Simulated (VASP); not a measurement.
# Li (Cmce) in VASP: further runs

Runs on Li. Level: PBE. Tasks: single point.

Everything below comes from runs of VASP 6.6.1. Logs are shortened: lines on timing, memory, paths and dates and some standing lists are left out, and cuts for length are marked.

## 1. The cell of the first run

Symmetry: Cmce, No. 64, orthorhombic system. Conventional cell: a = 3.437 Å, b = 10.902 Å, c = 4.548 Å, α = 90.00°, β = 90.00°, γ = 90.00°. Li (site symmetry m) has 3 Li at 2.25 to 2.29 Å within 3.0 Å.

## 2. Single point, PBE

The input, INCAR:

```
PREC = Accurate
ENCUT = 520
EDIFF = 1E-6
ISMEAR = 0
SIGMA = 0.1
LREAL = False
LASPH = True
NELM = 60
ALGO = Normal
ISIF = 2
LWAVE = False
LCHARG = False
GGA = PE
NBANDS = 14
```

The input, KPOINTS:

```
regular mesh
0
Gamma
  6 6 4
```

The input, POSCAR:

```
Li
1.0
    1.7183423735     -5.4509350216      0.0000000000
    1.7183423735      5.4509350216      0.0000000000
    0.0000000000      0.0000000000      4.5476372181
Li
4
Direct
    0.0980000000      0.9020000000      0.9100000000
    0.5980000000      0.4020000000      0.5900000000
    0.9020000000      0.0980000000      0.0900000000
    0.4020000000      0.5980000000      0.4100000000
```

Potentials or basis: VASP PAW PBE potentials, release 64 (Li_sv).

Started as:

```bash
$ cat potpaw_PBE.64/Li_sv/POTCAR > POTCAR
$ mpirun -np 1 vasp_std > vasp.out
```

OUTCAR:

```text
PREC = Accurate
   ENCUT = 520
   EDIFF = 1E-6
   ISMEAR = 0
   LREAL = False
   LASPH = True
   NELM = 60
   ISIF = 2
   GGA = PE

 ion  position               nearest neighbor table
   1  0.098  0.902  0.910-   2 2.25   2 2.25   3 2.29
   2  0.598  0.402  0.590-   1 2.25   1 2.25   4 2.29
   3  0.902  0.098  0.090-   4 2.25   4 2.25   1 2.29
   4  0.402  0.598  0.410-   3 2.25   3 2.25   2 2.29

  LATTYP: Found a base centered orthorhombic cell.
 ALAT       =     3.4366847470
 B/A-ratio  =     3.1722054380
 C/A-ratio  =     1.3232628399

  Lattice vectors:

 A1 = (   1.7183423735,  -5.4509350216,   0.0000000000)
 A2 = (   1.7183423735,   5.4509350216,   0.0000000000)
 A3 = (   0.0000000000,   0.0000000000,   4.5476372181)

Analysis of symmetry for initial positions (statically):
=====================================================================
 Subroutine PRICEL returns:
 Original cell was already a primitive cell.

 Routine SETGRP: Setting up the symmetry group for a
 base centered orthorhombic supercell.

 Subroutine GETGRP returns: Found  8 space group operations
 (whereof  4 operations were pure point group operations)
 out of a pool of  8 trial point group operations.

The static configuration has the point symmetry C_2h.
 The point group associated with its full space group is D_2h.

Analysis of symmetry for dynamics (positions and initial velocities):
=====================================================================
 Subroutine PRICEL returns:
 Original cell was already a primitive cell.

 Routine SETGRP: Setting up the symmetry group for a
 base centered orthorhombic supercell.

 Subroutine GETGRP returns: Found  8 space group operations
 (whereof  4 operations were pure point group operations)
 out of a pool of  8 trial point group operations.

The dynamic configuration has the point symmetry C_2h.
 The point group associated with its full space group is D_2h.

 Subroutine INISYM returns: Found  8 space group operations
 (whereof  4 operations are pure point group operations),
 and found     1 'primitive' translations

----------------------------------------------------------------------------------------

                                     Primitive cell

  volume of cell :      85.1915

  direct lattice vectors                    reciprocal lattice vectors
     1.718342374 -5.450935022  0.000000000     0.290978101 -0.091727382  0.000000000
     1.718342374  5.450935022  0.000000000     0.290978101  0.091727382  0.000000000
     0.000000000  0.000000000  4.547637218     0.000000000  0.000000000  0.219894409

  length of vectors
     5.715364653  5.715364653  4.547637218     0.305093703  0.305093703  0.219894409

  position of ions in fractional coordinates (direct lattice)
     0.098000000  0.902000000  0.910000000
     0.598000000  0.402000000  0.590000000
     0.902000000  0.098000000  0.090000000
     0.402000000  0.598000000  0.410000000

  ion indices of the primitive-cell ions
   primitive index   ion index
                 1           1
                 2           2
                 3           3
                 4           4

----------------------------------------------------------------------------------------

 KPOINTS: regular mesh

Automatic generation of k-mesh.
 Grid dimensions read from file:
 generate k-points for:    6    6    4

 Generating k-lattice:

  Cartesian coordinates                     Fractional coordinates (reciprocal lattice)
     0.048496350 -0.015287897  0.000000000     0.166666667  0.000000000  0.000000000
     0.048496350  0.015287897  0.000000000     0.000000000  0.166666667  0.000000000
     0.000000000  0.000000000  0.054973602     0.000000000  0.000000000  0.250000000

  Length of vectors
     0.050848951  0.050848951  0.054973602

  Shift w.r.t. Gamma in fractional coordinates (k-lattice)
     0.000000000  0.000000000  0.000000000

 Subroutine IBZKPT returns following result:
 ===========================================

 Found     39 irreducible k-points:

 Following reciprocal coordinates:
            Coordinates               Weight
  0.000000  0.000000  0.000000      1.000000
  0.166667  0.000000  0.000000      4.000000
  0.333333 -0.000000  0.000000      4.000000
  0.500000 -0.000000  0.000000      2.000000
  0.166667  0.166667  0.000000      2.000000
  0.333333  0.166667  0.000000      4.000000
[... 16 lines left out ...]
  0.333333  0.333333  0.250000      4.000000
  0.500000  0.333333  0.250000      8.000000
 [... further k-points ...]
   k-points           NKPTS =     39   k-points in BZ     NKDIM =     39   number of bands    NBANDS=     14
   number of dos      NEDOS =    301   number of ions     NIONS =      4
   total plane-waves  NPLWV =  82944
   dimension x,y,z NGX =    48 NGY =   48 NGZ =   36
   dimension x,y,z NGXF=    96 NGYF=   96 NGZF=   72
   ions per type =               4
   NGX,Y,Z   is equivalent  to a cutoff of  13.96, 13.96, 13.16 a.u.
   NGXF,Y,Z  is equivalent  to a cutoff of  27.92, 27.92, 26.32 a.u.
 SYSTEM =  unknown system
   PREC   = accura    normal or accurate (medium, high low for compatibility)
   ISTART =      0    job   : 0-new  1-cont  2-samecut
   ICHARG =      2    charge: 1-file 2-atom 10-const
   ISPIN  =      1    spin polarized calculation?
   LNONCOLLINEAR =      F non collinear calculations
   LSORBIT =      F    spin-orbit coupling
   LASPH  =      T    aspherical Exc in radial PAW
   ENCUT  =  520.0 eV  38.22 Ry    6.18 a.u.  10.63 10.63  8.46*2*pi/ulx,y,z
   NELM   =     60;   NELMIN=  2; NELMDL= -5     # of ELM steps
   EDIFF  = 0.1E-05   stopping-criterion for ELM
   LREAL  =      F    real-space projection
   EDIFFG = 0.1E-04   stopping-criterion for IOM
   NSW    =      0    number of steps for IOM
   IBRION =     -1    ionic relax: 0-MD 1-quasi-New 2-CG
   NFREE  =      0    steps in history (QN), initial steepest desc. (CG)
   ISIF   =      2    stress and relaxation
   ISYM   =      2    0-nonsym 1-usesym 2-fastsym
   POTIM  = 0.5000    time-step for ionic-motion
   TEBEG  =    0.0;   TEEND  =   0.0 temperature during run
   PSTRESS=    0.0 pullay stress
   NELECT =      12.0000    total number of electrons
   NUPDOWN=      -1.0000    fix difference up-down
   EMIN   =  10.00;   EMAX   =-10.00  energy-range for DOS
   EFERMI =   0.00;   METHOD = LEGACY
   ISMEAR =     0;   SIGMA  =   0.10  broadening in eV -4-tet -1-fermi 0-gaus
   EFERMI_NEDOS =   21; number of points for ismear=-14 and -15
   IALGO  =     38    algorithm
   IMIX   =      4    mixing-type and parameters
     AMIX     =   0.40;   BMIX     =  1.00
     AMIX_MAG =   1.60;   BMIX_MAG =  1.00
  volume/ion in A,a.u.               =      21.30       143.73
  Fermi-wavevector in a.u.,A,eV,Ry     =   0.851798  1.609664  9.871831  0.725559
  Thomas-Fermi vector in A             =   1.967986
   LORBIT       =      0    0 simple, 1 ext, 2 COOP (PROOUT), +10 PAW based schemes
   GGA     = PE    functional components
   LHFCALC =     F    Hartree Fock is set to
   AEXX    =    0.0000 exact exchange contribution
   IVDW    =     0    specifies the selected vdW correction
   LEPSILON=     F    determine dielectric tensor
   LRPA    =     F    only Hartree local field effects (RPA)
 non-spin polarized calculation
 Gauss-broadening in eV      SIGMA  =   0.10
  energy-cutoff  :      520.00
  volume of cell :       85.19
 maximum number of plane-waves:      2315
 NGX is ok and might be reduce to    48

 number of electron      11.9999988 magnetization

 Free energy of the ion-electron system (eV)
  ---------------------------------------------------
  ext. energy  EPLUGINS =         0.00000000
  ---------------------------------------------------
  free energy    TOTEN  =        -5.70782264 eV

  energy without entropy =       -5.70170789  energy(sigma->0) =       -5.70476526

 E-fermi :   0.4162     XC(G=0):  -6.8456

 val. band max:        0.3435236900   @ k =  -0.3333   0.3333   0.5000
 cond. band min:       0.4598806044   @ k =   0.0000   0.0000   0.2500
 fundamental gap:      0.1163569144
 Fermi energy:         0.4162370797

 k-point     1 :       0.0000    0.0000    0.0000
  band No.  band energies     occupation
      1     -46.8483      2.00000
      2     -46.7930      2.00000
      3     -46.7216      2.00000
      4     -46.6699      2.00000
      5      -2.9520      2.00000
      6       0.0351      2.00000
      7       1.9587      0.00000
      8       2.2568      0.00000
      9       3.4238      0.00000
     10       5.7231      0.00000
     11       6.0371      0.00000
     12       6.6248      0.00000
     13       7.3724      0.00000
     14       7.5124      0.00000

 k-point     2 :       0.1667    0.0000    0.0000
  band No.  band energies     occupation
      1     -46.8394      2.00000
      2     -46.7845      2.00000
      3     -46.7296      2.00000
      4     -46.6779      2.00000
      5      -2.6752      2.00000
      6       0.2219      1.99402
      7       2.2241      0.00000
      8       2.6801      0.00000
      9       2.9273      0.00000
     10       4.9661      0.00000
     11       5.2970      0.00000
     12       5.9139      0.00000
     13       6.9557      0.00000
     14       8.0625      0.00000

 k-point     3 :       0.3333   -0.0000    0.0000
  band No.  band energies     occupation
      1     -46.8154      2.00000
      2     -46.7614      2.00000
      3     -46.7520      2.00000
      4     -46.6998      2.00000
      5      -1.8470      2.00000
      6       0.7960      0.00000
      7       1.2837      0.00000
      8       2.9565      0.00000
      9       3.1914      0.00000
     10       3.9516      0.00000
     11       4.8616      0.00000
     12       5.8976      0.00000
     13       6.3413      0.00000
     14       7.7462      0.00000

 k-point     4 :       0.5000   -0.0000    0.0000
  band No.  band energies     occupation
      1     -46.7833      2.00000
      2     -46.7833      2.00000
      3     -46.7303      2.00000
      4     -46.7303      2.00000
      5      -0.4890      2.00000
      6      -0.4890      2.00000
      7       1.7710      0.00000
      8       1.7710      0.00000
      9       4.1544      0.00000
     10       4.1544      0.00000
     11       5.2735      0.00000
     12       5.2735      0.00000
     13       6.7224      0.00000
     14       6.7224      0.00000

 k-point     5 :       0.1667    0.1667    0.0000
  band No.  band energies     occupation
      1     -46.8155      2.00000
      2     -46.7614      2.00000
      3     -46.7520      2.00000
      4     -46.6998      2.00000
      5      -1.9467      2.00000
      6       1.4031      0.00000
      7       1.4291      0.00000
      8       2.6404      0.00000
      9       2.8748      0.00000
     10       3.4717      0.00000
     11       4.8395      0.00000
[... 276 lines left out ...]
 k-point    22 :      -0.1667    0.1667    0.2500
  band No.  band energies     occupation
      1     -46.8419      2.00000
      2     -46.8044      2.00000
      3     -46.7107      2.00000
      4     -46.6757      2.00000
      5      -2.5243      2.00000
      6      -0.1238      2.00000
      7       0.2695      1.96207
      8       2.6774      0.00000
      9       3.7325      0.00000
     10       5.7737      0.00000
     11       5.9566      0.00000
     12       6.1462      0.00000
     13       7.6347      0.00000
     14       8.6885      0.00000

 k-point    23 :       0.3333    0.3333    0.2500
  band No.  band energies     occupation
      1     -46.8105      2.00000
      2     -46.7791      2.00000
      3     -46.7348      2.00000
      4     -46.7042      2.00000
      5      -1.0443      2.00000
      6      -0.1434      2.00000
      7       0.6920      0.00010
      8       2.5644      0.00000
      9       2.8931      0.00000
     10       4.2420      0.00000
     11       5.6575      0.00000
     12       6.5769      0.00000
     13       6.7586      0.00000
     14       7.1275      0.00000

 k-point    24 :       0.5000    0.3333    0.2500
  band No.  band energies     occupation
      1     -46.8331      2.00000
      2     -46.7968      2.00000
      3     -46.7179      2.00000
      4     -46.6834      2.00000
      5      -1.8310      2.00000
      6      -0.8791      2.00000
      7       0.7743      0.00000
      8       2.0497      0.00000
      9       4.1770      0.00000
     10       5.1637      0.00000
     11       6.4321      0.00000
     12       6.7547      0.00000
     13       7.8523      0.00000
     14       8.1392      0.00000

 [... further k-points ...]

------------------------ aborting loop because EDIFF is reached ----------------------------------------

  FORCE on cell =-STRESS in cart. coord.  units (eV):
  Direction    XX          YY          ZZ          XY          YZ          ZX
  --------------------------------------------------------------------------------------
  -------------------------------------------------------------------------------------
  Total        2.4404852      0.4594237      0.6540915      0.0000000      0.0000000      0.0000000
  in kB       45.8976278      8.6402738     12.3013449      0.0000000      0.0000000      0.0000000
  external PRESSURE =      22.2797489 kB  Pullay stress =       0.0000000 kB

 VOLUME and BASIS-vectors are now :
 -----------------------------------------------------------------------------
  energy-cutoff  :      520.00
  volume of cell :       85.19
      direct lattice vectors                 reciprocal lattice vectors
     1.718342374 -5.450935022  0.000000000     0.290978101 -0.091727382  0.000000000
     1.718342374  5.450935022  0.000000000     0.290978101  0.091727382  0.000000000
     0.000000000  0.000000000  4.547637218     0.000000000  0.000000000  0.219894409

 POSITION                                       TOTAL-FORCE (eV/Angst)
 -----------------------------------------------------------------------------------
      1.71834      4.38255      4.13835         0.000000     -0.791316      1.284586
      1.71834     -1.06838      2.68311         0.000000     -0.791316     -1.284586
      1.71834     -4.38255      0.40929         0.000000      0.791316     -1.284586
      1.71834      1.06838      1.86453         0.000000      0.791316      1.284586
 -----------------------------------------------------------------------------------
    total drift:                                0.000000      0.000000      0.000000

  FREE ENERGIE OF THE ION-ELECTRON SYSTEM (eV)
  ---------------------------------------------------
  free  energy   TOTEN  =        -5.7078226350 eV

  energy  without entropy=       -5.7017078911  energy(sigma->0) =       -5.70476526
```

Wall time 53 s (1 thread of Intel Xeon Platinum 8259CL at 2.50GHz (Skylake/Cascade Lake), shared host); peak memory 0.25 GiB.

What came out:

* Free energy: -5.7078 eV
* Largest force: 1.509 eV/Å
* Band gap on the k mesh: zero (bands 6 and 7 overlap by 1.46 eV)

Forces on the atoms (eV/Å):
```
Li   0.000 -0.791  1.285
Li   0.000 -0.791 -1.285
Li   0.000  0.791 -1.285
Li   0.000  0.791  1.285
```

Levels at points of the mesh, in eV from the Fermi level:
```
           k point  band 2  band 3  band 4  band 5  band 6  band 7  band 8  band 9  band 10  band 11
(0.00, 0.00, 0.00)  -47.21  -47.14  -47.09   -3.37   -0.38    1.54    1.84    3.01     5.31     5.62
(0.50, 0.00, 0.00)  -47.20  -47.15  -47.15   -0.91   -0.91    1.35    1.35    3.74     3.74     4.86
(0.50, 0.50, 0.00)  -47.21  -47.14  -47.09   -2.71   -2.09    2.10    3.08    3.49     4.54     4.88
(0.00, 0.00, 0.50)  -47.24  -47.11  -47.11   -2.03   -2.03    1.26    1.26    3.12     3.12     6.56
(0.50, 0.00, 0.50)  -47.20  -47.15  -47.15   -0.50   -0.50    1.59    1.59    2.44     2.44     3.88
(0.50, 0.50, 0.50)  -47.24  -47.11  -47.11   -1.48   -1.48   -0.47   -0.47    6.05     6.05     6.35
```

Caveat: the cutoff is under 1.25 times the usual one of these potentials, so pressure, stress and relaxed cells hold a basis-set (Pulay) error; forces of over 1 eV/Å act on the atoms, so gaps and moduli don't describe the material at rest.

## 3. Single point, PBE

This run uses another cell than the first one: it holds 12 atoms, not 4.

The input, INCAR:

```
ALGO = Fast
EDIFF = 1E-6
ENCUT = 520
GGA = PE
ISIF = 2
ISMEAR = 0
LASPH = T
LCHARG = F
LREAL = F
LWAVE = F
NBANDS = 30
NELM = 80
PREC = Accurate
SIGMA = 0.1
```

The input, KPOINTS:

```
k-points
0
Gamma
  4 4 4
```

The input, POSCAR:

```
Li
1.0
    8.0466170000     -2.7876780000      0.0000000000
    8.0466170000      2.7876780000      0.0000000000
    0.0000000000      0.0000000000      5.4068590000
Li
12
Direct
    0.7440470000      0.2559530000      0.0978090000
    0.2559530000      0.7440470000      0.9021910000
    0.7559530000      0.2440470000      0.5978090000
    0.2440470000      0.7559530000      0.4021910000
    0.0451790000      0.2819590000      0.2538710000
    0.2819590000      0.0451790000      0.7461290000
    0.7819590000      0.5451790000      0.7538710000
    0.5451790000      0.7819590000      0.2461290000
    0.9548210000      0.7180410000      0.7461290000
    0.7180410000      0.9548210000      0.2538710000
    0.2180410000      0.4548210000      0.2461290000
    0.4548210000      0.2180410000      0.7538710000
```

Potentials or basis: VASP PAW PBE potentials, release 64 (Li_sv).

Started as:

```bash
$ cat potpaw_PBE.64/Li_sv/POTCAR > POTCAR
$ mpirun -np 1 vasp_std > vasp.out
```

Run time: 8.7 min. Hardware: 1 thread of Oxide Virtual Turin-like, shared host; peak memory 0.39 GiB.

Results (log left out):

```yaml
Free_energy: -22.2662 eV
Largest_force: 0.028 eV/Å
Band_gap_on_the_k_mesh: zero (bands 18 and 19 overlap by 1.28 eV)
```

Forces in eV/Å, atoms in the order of the input:
```
Li   0.000  0.000 -0.028
Li   0.000  0.000  0.028
Li   0.000  0.000 -0.028
Li   0.000  0.000  0.028
Li  -0.013 -0.017 -0.001
Li  -0.013  0.017  0.001
Li  -0.013  0.017 -0.001
Li  -0.013 -0.017  0.001
Li   0.013  0.017  0.001
Li   0.013 -0.017 -0.001
Li   0.013 -0.017  0.001
Li   0.013  0.017 -0.001
```

Levels at points of the mesh, in eV from the Fermi level:
```tsv
k point	band 15	band 16	band 17	band 18	band 19	band 20	band 21	band 22
(0.00, 0.00, 0.00)	-1.87	-0.34	-0.14	0.25	0.55	0.56	1.19	1.27
(0.50, 0.00, 0.00)	-1.67	-1.67	-0.01	-0.01	0.70	0.70	1.37	1.37
(0.50, 0.50, 0.00)	-0.58	-0.37	-0.11	0.17	0.52	0.56	1.44	1.47
(0.00, 0.00, 0.50)	-0.87	-0.87	-0.84	-0.84	0.54	0.54	0.94	0.94
(0.50, 0.00, 0.50)	-1.59	-1.59	-0.68	-0.68	-0.68	-0.68	1.05	1.05
(0.50, 0.50, 0.50)	-2.14	-2.14	0.25	0.25	0.67	0.67	1.63	1.63
```

Caveat: the cutoff is under 1.25 times the usual one of these potentials, so pressure, stress and relaxed cells hold a basis-set (Pulay) error.

The gap in the log of VASP goes by the Fermi energy; the results here count the filled bands.